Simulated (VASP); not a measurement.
# C in VASP: notebook

C is run at these levels: PBEsol; tasks: single point.

Everything below comes from runs of VASP 6.6.1. Logs are shortened: lines on timing, memory, paths and dates and some standing lists are left out, and cuts for length are marked.

## Step 1: The cell of the first run

The cell holds a slab with vacuum, 6 atoms: a = 2.513 Å, b = 2.513 Å, c = 20.442 Å, α = 90.00°, β = 90.00°, γ = 90.00°.

## Step 2: Single point, PBEsol

INCAR reads:

```
SYSTEM = C
  PREC = Accurate
  ENCUT = 520
  EDIFF = 1E-6
  ISMEAR = -1
  SIGMA = 0.02
  LREAL = .FALSE.
  LASPH = .TRUE.
  NELM = 60
  ALGO = Normal
  ISIF = 2
  LWAVE = .FALSE.
  LCHARG = .FALSE.
  LDIPOL = .TRUE.
  IDIPOL = 3
  DIPOL = 0.5 0.5 0.500
  GGA = PS
  NBANDS = 21
```

KPOINTS reads:

```
regular mesh
0
G
  12 12 1
  0 0 0
```

POSCAR reads:

```
C
1.0
    2.5129241670      0.0000000000      0.0000000000
    0.0000000000      2.5129241670      0.0000000000
    0.0000000000      0.0000000000     20.4423000000
C
6
Direct
    0.7500000000      0.0000000000      0.3913462698
    0.2500000000      0.0000000000      0.4348077619
    0.2500000000      0.5000000000      0.4782692540
    0.7500000000      0.5000000000      0.5217307460
    0.7500000000      0.0000000000      0.5651922381
    0.2500000000      0.0000000000      0.6086537302
```

Potentials or basis: VASP PAW PBE potentials, release 64 (C).

Command:

```bash
$ cat potpaw_PBE.64/C/POTCAR > POTCAR
$ mpirun -np 1 vasp_std > vasp.out
```

OUTCAR:

```text
SYSTEM = C
   PREC = Accurate
   ENCUT = 520
   EDIFF = 1E-6
   ISMEAR = -1
   LREAL = .FALSE.
   LASPH = .TRUE.
   NELM = 60
   ISIF = 2
   GGA = PS

 ion  position               nearest neighbor table
   1  0.750  0.000  0.391-   2 1.54   2 1.54
   2  0.250  0.000  0.435-   1 1.54   1 1.54   3 1.54   3 1.54
   3  0.250  0.500  0.478-   4 1.54   4 1.54   2 1.54   2 1.54
   4  0.750  0.500  0.522-   3 1.54   3 1.54   5 1.54   5 1.54
   5  0.750  0.000  0.565-   6 1.54   6 1.54   4 1.54   4 1.54
   6  0.250  0.000  0.609-   5 1.54   5 1.54

  LATTYP: Found a simple tetragonal cell.
 ALAT       =     2.5129241670
 C/A-ratio  =     8.1348654561

  Lattice vectors:

 A1 = (   2.5129241670,   0.0000000000,   0.0000000000)
 A2 = (   0.0000000000,   2.5129241670,   0.0000000000)
 A3 = (   0.0000000000,   0.0000000000,  20.4423000000)

Analysis of symmetry for initial positions (statically):
=====================================================================
 Subroutine PRICEL returns:
 Original cell was already a primitive cell.

 Routine SETGRP: Setting up the symmetry group for a
 simple tetragonal supercell.

 Subroutine GETGRP returns: Found  8 space group operations
 (whereof  4 operations were pure point group operations)
 out of a pool of 16 trial point group operations.

The static configuration has the point symmetry C_2h.
 The point group associated with its full space group is D_2h.

Analysis of symmetry for dynamics (positions and initial velocities):
=====================================================================
 Subroutine PRICEL returns:
 Original cell was already a primitive cell.

 Routine SETGRP: Setting up the symmetry group for a
 simple tetragonal supercell.

 Subroutine GETGRP returns: Found  8 space group operations
 (whereof  4 operations were pure point group operations)
 out of a pool of 16 trial point group operations.

The dynamic configuration has the point symmetry C_2h.
 The point group associated with its full space group is D_2h.

 Subroutine INISYM returns: Found  8 space group operations
 (whereof  4 operations are pure point group operations),
 and found     1 'primitive' translations

----------------------------------------------------------------------------------------

                                     Primitive cell

  volume of cell :     129.0888

  direct lattice vectors                    reciprocal lattice vectors
     2.512924167  0.000000000  0.000000000     0.397942768  0.000000000  0.000000000
     0.000000000  2.512924167  0.000000000     0.000000000  0.397942768  0.000000000
     0.000000000  0.000000000 20.442300000     0.000000000  0.000000000  0.048918175

  length of vectors
     2.512924167  2.512924167 20.442300000     0.397942768  0.397942768  0.048918175

  position of ions in fractional coordinates (direct lattice)
     0.750000000  0.000000000  0.391346270
     0.250000000  0.000000000  0.434807762
     0.250000000  0.500000000  0.478269254
     0.750000000  0.500000000  0.521730746
     0.750000000  0.000000000  0.565192238
     0.250000000  0.000000000  0.608653730

  ion indices of the primitive-cell ions
   primitive index   ion index
                 1           1
                 2           2
                 3           3
                 4           4
                 5           5
                 6           6

----------------------------------------------------------------------------------------

 KPOINTS: regular mesh

Automatic generation of k-mesh.
 Grid dimensions read from file:
 generate k-points for:   12   12    1

 Generating k-lattice:

  Cartesian coordinates                     Fractional coordinates (reciprocal lattice)
     0.033161897  0.000000000  0.000000000     0.083333333  0.000000000  0.000000000
     0.000000000  0.033161897  0.000000000     0.000000000  0.083333333  0.000000000
     0.000000000  0.000000000  0.048918175     0.000000000  0.000000000  1.000000000

  Length of vectors
     0.033161897  0.033161897  0.048918175

  Shift w.r.t. Gamma in fractional coordinates (k-lattice)
     0.000000000  0.000000000  0.000000000

 Subroutine IBZKPT returns following result:
 ===========================================

 Found     49 irreducible k-points:

 Following reciprocal coordinates:
            Coordinates               Weight
  0.000000  0.000000  0.000000      1.000000
  0.083333  0.000000  0.000000      2.000000
  0.000000  0.083333  0.000000      2.000000
  0.166667  0.000000  0.000000      2.000000
  0.000000  0.166667  0.000000      2.000000
  0.250000  0.000000  0.000000      2.000000
[... 16 lines left out ...]
  0.500000  0.083333  0.000000      2.000000
 -0.083333  0.500000  0.000000      2.000000
 [... further k-points ...]
   k-points           NKPTS =     49   k-points in BZ     NKDIM =     49   number of bands    NBANDS=     21
   number of dos      NEDOS =    301   number of ions     NIONS =      6
   total plane-waves  NPLWV =  64000
   dimension x,y,z NGX =    20 NGY =   20 NGZ =  160
   dimension x,y,z NGXF=    40 NGYF=   40 NGZF=  320
   ions per type =               6
   NGX,Y,Z   is equivalent  to a cutoff of  13.23, 13.23, 13.01 a.u.
   NGXF,Y,Z  is equivalent  to a cutoff of  26.46, 26.46, 26.02 a.u.
 SYSTEM =  C
   PREC   = accura    normal or accurate (medium, high low for compatibility)
   ISTART =      0    job   : 0-new  1-cont  2-samecut
   ICHARG =      2    charge: 1-file 2-atom 10-const
   ISPIN  =      1    spin polarized calculation?
   LNONCOLLINEAR =      F non collinear calculations
   LSORBIT =      F    spin-orbit coupling
   LASPH  =      T    aspherical Exc in radial PAW
   ENCUT  =  520.0 eV  38.22 Ry    6.18 a.u.   4.67  4.67 38.01*2*pi/ulx,y,z
   NELM   =     60;   NELMIN=  2; NELMDL= -5     # of ELM steps
   EDIFF  = 0.1E-05   stopping-criterion for ELM
   LREAL  =      F    real-space projection
   EDIFFG = 0.1E-04   stopping-criterion for IOM
   NSW    =      0    number of steps for IOM
   IBRION =     -1    ionic relax: 0-MD 1-quasi-New 2-CG
   NFREE  =      0    steps in history (QN), initial steepest desc. (CG)
   ISIF   =      2    stress and relaxation
   ISYM   =      2    0-nonsym 1-usesym 2-fastsym
   POTIM  = 0.5000    time-step for ionic-motion
   TEBEG  =    0.0;   TEEND  =   0.0 temperature during run
   PSTRESS=    0.0 pullay stress
   NELECT =      24.0000    total number of electrons
   NUPDOWN=      -1.0000    fix difference up-down
   EMIN   =  10.00;   EMAX   =-10.00  energy-range for DOS
   EFERMI =   0.00;   METHOD = LEGACY
   ISMEAR =    -1;   SIGMA  =   0.02  broadening in eV -4-tet -1-fermi 0-gaus
   EFERMI_NEDOS =   21; number of points for ismear=-14 and -15
   IALGO  =     38    algorithm
   IMIX   =      4    mixing-type and parameters
     AMIX     =   0.40;   BMIX     =  1.00
     AMIX_MAG =   1.60;   BMIX_MAG =  1.00
  volume/ion in A,a.u.               =      21.51       145.19
  Fermi-wavevector in a.u.,A,eV,Ry     =   0.934363  1.765690 11.878357  0.873035
  Thomas-Fermi vector in A             =   2.061160
   LORBIT       =      0    0 simple, 1 ext, 2 COOP (PROOUT), +10 PAW based schemes
   GGA     = PS    functional components
   LHFCALC =     F    Hartree Fock is set to
   AEXX    =    0.0000 exact exchange contribution
   IVDW    =     0    specifies the selected vdW correction
   LEPSILON=     F    determine dielectric tensor
   LRPA    =     F    only Hartree local field effects (RPA)
 non-spin polarized calculation
  energy-cutoff  :      520.00
  volume of cell :      129.09
 maximum number of plane-waves:      3537
   NGX =  9   NGY =  9   NGZ = 77

 number of electron      24.0000002 magnetization

 dipolmoment           0.000000      0.000000     -0.000000 electrons x Angstroem

 Free energy of the ion-electron system (eV)
  ---------------------------------------------------
  ext. energy  EPLUGINS =         0.00000000
  ---------------------------------------------------
  free energy    TOTEN  =       -50.52539357 eV

  energy without entropy =      -50.52274179  energy(sigma->0) =      -50.52406768

 E-fermi :  -2.9845     XC(G=0):  -4.6065

 val. band max:       -2.9881939692   @ k =   0.0000   0.0833   0.0000
 cond. band min:      -2.9724105306   @ k =   0.5000   0.4167   0.0000
 fundamental gap:      0.0157834386
 Fermi energy:        -2.9845129966

 k-point     1 :       0.0000    0.0000    0.0000
  band No.  band energies     occupation
      1     -23.6065      2.00000
      2     -20.8452      2.00000
      3     -16.9681      2.00000
      4     -12.3912      2.00000
      5      -8.4633      2.00000
      6      -8.4002      2.00000
[... 13 lines left out ...]
     20       4.7314      0.00000
     21       5.2028      0.00000

 k-point     2 :       0.0833    0.0000    0.0000
  band No.  band energies     occupation
      1     -23.4787      2.00000
      2     -20.7232      2.00000
      3     -16.8477      2.00000
      4     -12.3843      2.00000
      5      -9.0860      2.00000
      6      -8.3015      2.00000
[... 13 lines left out ...]
     20       4.7071      0.00000
     21       5.4418      0.00000

 k-point     3 :       0.0000    0.0833    0.0000
  band No.  band energies     occupation
      1     -23.4789      2.00000
      2     -20.7248      2.00000
      3     -16.8848      2.00000
      4     -12.3249      2.00000
      5      -9.2329      2.00000
      6      -8.3642      2.00000
[... 13 lines left out ...]
     20       4.8035      0.00000
     21       5.3560      0.00000

 k-point     4 :       0.1667    0.0000    0.0000
  band No.  band energies     occupation
      1     -23.0964      2.00000
      2     -20.3608      2.00000
      3     -16.4874      2.00000
      4     -12.6101      2.00000
      5     -10.1832      2.00000
      6      -9.1090      2.00000
[... 13 lines left out ...]
     20       6.0152      0.00000
     21       6.1828      0.00000

 k-point     5 :       0.0000    0.1667    0.0000
  band No.  band energies     occupation
      1     -23.0971      2.00000
      2     -20.3672      2.00000
      3     -16.6656      2.00000
      4     -12.1722      2.00000
      5     -10.8258      2.00000
      6      -8.0736      2.00000
[... 13 lines left out ...]
     20       5.0315      0.00000
     21       5.7994      0.00000

 k-point     6 :       0.2500    0.0000    0.0000
  band No.  band energies     occupation
      1     -22.4640      2.00000
      2     -19.7731      2.00000
      3     -15.8892      2.00000
      4     -13.7336      2.00000
      5     -10.9239      2.00000
      6     -10.4345      2.00000
[... 13 lines left out ...]
     20       6.7776      0.00000
     21       6.7796      0.00000

 k-point     7 :       0.0000    0.2500    0.0000
  band No.  band energies     occupation
      1     -22.4656      2.00000
      2     -19.7846      2.00000
      3     -16.4595      2.00000
      4     -12.4471      2.00000
      5     -12.1845      2.00000
      6      -9.4651      2.00000
[... 13 lines left out ...]
     20       5.7921      0.00000
     21       6.4569      0.00000
[... 291 lines left out ...]
      1     -21.4683      2.00000
      2     -18.8941      2.00000
      3     -16.6248      2.00000
      4     -13.2814      2.00000
      5     -12.8669      2.00000
      6      -9.9320      2.00000
[... 13 lines left out ...]
     20       6.9791      0.00000
     21       7.3549      0.00000

 k-point    21 :       0.4167    0.0833    0.0000
  band No.  band energies     occupation
      1     -20.3808      2.00000
      2     -18.3871      2.00000
      3     -16.3320      2.00000
      4     -14.3883      2.00000
      5     -13.9048      2.00000
      6     -11.1810      2.00000
[... 13 lines left out ...]
     20       7.1900      0.00000
     21       7.3582      0.00000

 k-point    22 :      -0.0833    0.4167    0.0000
  band No.  band energies     occupation
      1     -20.3781      2.00000
      2     -18.0450      2.00000
      3     -17.7056      2.00000
      4     -14.0421      2.00000
      5     -13.2380      2.00000
      6      -9.7195      2.00000
[... 13 lines left out ...]
     20       7.3521      0.00000
     21       7.8687      0.00000

 k-point    23 :       0.5000    0.0833    0.0000
  band No.  band energies     occupation
      1     -19.1685      2.00000
      2     -19.1685      2.00000
      3     -15.7767      2.00000
      4     -15.7767      2.00000
      5     -12.6504      2.00000
      6     -12.6504      2.00000
[... 13 lines left out ...]
     20       6.6764      0.00000
     21       8.4438      0.00000

 k-point    24 :      -0.0833    0.5000    0.0000
  band No.  band energies     occupation
      1     -19.2811      2.00000
      2     -18.8798      2.00000
      3     -17.5646      2.00000
      4     -14.6733      2.00000
      5     -13.0218      2.00000
      6     -10.0123      2.00000
[... 13 lines left out ...]
     20       7.4567      0.00000
     21       8.7107      0.00000

 [... further k-points ...]

------------------------ aborting loop because EDIFF is reached ----------------------------------------

 vacuum level on the upper side and lower side of the slab       (xc-potential included)        -0.108        -0.108

  FORCE on cell =-STRESS in cart. coord.  units (eV):
  Direction    XX          YY          ZZ          XY          YZ          ZX
  --------------------------------------------------------------------------------------
  -------------------------------------------------------------------------------------
  Total       -1.5826423     -7.8839964     -3.9644612      0.0000000      0.0000000     -0.0000000
  in kB      -19.6428643    -97.8517224    -49.2046593      0.0000000      0.0000000     -0.0000000
  external PRESSURE =     -55.5664153 kB  Pullay stress =       0.0000000 kB

 VOLUME and BASIS-vectors are now :
 -----------------------------------------------------------------------------
  energy-cutoff  :      520.00
  volume of cell :      129.09
      direct lattice vectors                 reciprocal lattice vectors
     2.512924167  0.000000000  0.000000000     0.397942768  0.000000000  0.000000000
     0.000000000  2.512924167  0.000000000     0.000000000  0.397942768  0.000000000
     0.000000000  0.000000000 20.442300000     0.000000000  0.000000000  0.048918175

 POSITION                                       TOTAL-FORCE (eV/Angst)
 -----------------------------------------------------------------------------------
      1.88469      0.00000      8.00002         0.000000      0.000000      2.263672
      0.62823      0.00000      8.88847        -0.000000      0.000000     -2.454815
      0.62823      1.25646      9.77692         0.000000     -0.000000      0.463182
      1.88469      1.25646     10.66538         0.000000      0.000000     -0.463182
      1.88469      0.00000     11.55383         0.000000      0.000000      2.454815
      0.62823      0.00000     12.44228         0.000000      0.000000     -2.263672
 -----------------------------------------------------------------------------------
    total drift:                                0.000000     -0.000000      0.000000

  FREE ENERGIE OF THE ION-ELECTRON SYSTEM (eV)
  ---------------------------------------------------
  free  energy   TOTEN  =       -50.5253935707 eV

  energy  without entropy=      -50.5227417900  energy(sigma->0) =      -50.52406768

 vacuum level on the upper side and lower side of the slab         4.438         4.438
```

Run time: 2.9 min. Hardware: 1 thread of Intel Xeon Platinum 8259CL at 2.50GHz (Skylake/Cascade Lake), shared host; peak memory 0.27 GiB.

Results:

* Free energy: -50.5254 eV
* Largest force: 2.455 eV/Å
* Band gap on the k mesh: zero (band 12 reaches -2.66 eV, above the bottom of band 13 at -3.28 eV)

Forces on the atoms (eV/Å):
```
C    0.000  0.000  2.264
C    0.000  0.000 -2.455
C    0.000  0.000  0.463
C    0.000  0.000 -0.463
C    0.000  0.000  2.455
C    0.000  0.000 -2.264
```

Levels at points of the mesh, in eV from the Fermi level:
| k point | band 8 | band 9 | band 10 | band 11 | band 12 | band 13 | band 14 | band 15 | band 16 | band 17 |
| --- | --- | --- | --- | --- | --- | --- | --- | --- | --- | --- |
| (0.00, 0.00, 0.00) | -3.15 | -2.79 | -0.90 | -0.78 | 0.33 | 3.01 | 4.87 | 4.90 | 4.93 | 6.59 |
| (0.50, 0.00, 0.00) | -5.12 | -2.81 | -2.81 | -1.13 | -1.13 | 4.44 | 4.44 | 8.36 | 8.36 | 9.32 |
| (0.00, 0.50, 0.00) | -2.96 | -2.20 | -2.06 | -1.47 | -0.05 | 0.10 | 0.81 | 8.32 | 9.26 | 9.50 |
| (0.50, 0.50, 0.00) | -7.41 | -6.59 | -6.59 | -1.50 | -1.50 | -0.12 | -0.12 | 7.47 | 7.47 | 7.68 |

Caveat: the PAW data sets were made with another functional, which shifts forces and pressure a little.

## Step 3: Single point, PBEsol

INCAR reads:

```
SYSTEM = C
PREC     = Accurate       ! precision mode
ENCUT    = 520            ! plane-wave cutoff, eV
EDIFF    = 1E-6           ! SCF threshold, eV
ISMEAR   = -1             ! smearing method
SIGMA    = 0.02           ! smearing width, eV
LREAL    = .False.        ! projectors in reciprocal space
LASPH    = .True.         ! aspherical terms in the spheres
NELM     = 60             ! most SCF steps
ALGO     = Normal         ! electronic algorithm
ISIF     = 2              ! what is computed and relaxed
LWAVE    = .False.        ! write WAVECAR
LCHARG   = .True.         ! write CHGCAR
LDIPOL   = .True.       
IDIPOL   = 3            
DIPOL    = 0.5 0.5 0.500
GGA      = PS             ! functional
LELF     = .True.         ! ELF
LVHAR    = .True.       
LVACPOTAV= .True.       
NBANDS   = 21             ! bands
```

KPOINTS reads:

```
Automatic mesh
0
Gamma
  12 12 1
  0 0 0
```

POSCAR reads:

```
C
1.0
    2.5129241670      0.0000000000      0.0000000000
    0.0000000000      2.5129241670      0.0000000000
    0.0000000000      0.0000000000     20.4423000000
C
6
Direct
    0.7500000000      0.0000000000      0.3952345691
    0.2500000000      0.0000000000      0.4331214893
    0.2500000000      0.5000000000      0.4790201954
    0.7500000000      0.5000000000      0.5209798052
    0.7500000000      0.0000000000      0.5668785103
    0.2500000000      0.0000000000      0.6047654307
```

Potentials or basis: VASP PAW PBE potentials, release 64 (C).

Command:

```bash
$ cat potpaw_PBE.64/C/POTCAR > POTCAR
$ mpirun -np 1 vasp_std > vasp.out
```

Wall time 3.3 min (1 thread of Intel Xeon Platinum 8259CL at 2.50GHz (Skylake/Cascade Lake), shared host); peak memory 0.27 GiB.

It converged, with:

```
Free energy            : -50.7936 eV
Largest force          : 0.060 eV/Å
Band gap on the k mesh : zero (band 12 reaches -2.31 eV, above the bottom of band 13 at -3.07 eV)
```

Forces on the atoms (eV/Å):
```
C    0.000  0.000 -0.060
C    0.000  0.000  0.012
C    0.000  0.000 -0.009
C    0.000  0.000  0.009
C    0.000  0.000 -0.012
C    0.000  0.000  0.060
```

Levels at points of the mesh, in eV from the Fermi level:
| k point | band 10 | band 11 | band 12 | band 13 | band 14 | band 15 |
| --- | --- | --- | --- | --- | --- | --- |
| (0.00, 0.00, 0.00) | -2.04 | -0.79 | 0.39 | 2.36 | 4.45 | 4.64 |
| (0.50, 0.00, 0.00) | -2.79 | -1.28 | -1.28 | 3.94 | 3.94 | 8.24 |
| (0.00, 0.50, 0.00) | -3.58 | -1.53 | -0.04 | 0.28 | 1.03 | 7.79 |
| (0.50, 0.50, 0.00) | -7.06 | -1.94 | -1.94 | -0.19 | -0.19 | 7.18 |

Caveat: the PAW data sets were made with another functional, which shifts forces and pressure a little.
